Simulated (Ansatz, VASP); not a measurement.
# Zn in VASP and in Ansatz

```
CELL_PARAMETERS angstrom
-1.08499 1.50551 1.50551
1.50551 -1.08499 1.50551
1.50551 1.50551 -1.08499
ATOMIC_POSITIONS crystal
Zn 0.00000 0.00000 0.00000
```

Alike in both runs: task single point; functional LDA; k mesh 22 × 22 × 22; occupations gaussian, width 0.15 eV; no spin polarisation.

|  | VASP | Ansatz |
| --- | --- | --- |
| version | VASP 6.6.1 | Ansatz 0.2.0 |
| potentials or method | VASP PAW LDA potentials, release 64 (Zn), cutoff 520 eV | scalar-relativistic, plane waves, PAW |
| valence electrons in the cell | 12 | 12 |

```tsv
	VASP	Ansatz	Ansatz less VASP
gap on the k mesh at the Fermi level (eV)	none	none	-
pressure (GPa)	20.3	19.3	-1.00
traceless stress, the component that is largest in VASP (GPa)	-6.10	-5.94	+0.163
```

LDA's correlation is that of Perdew and Zunger in VASP and of Perdew and Wang (1992) in Ansatz. A gap of «none» marks a metal or a gap that the smearing closes.
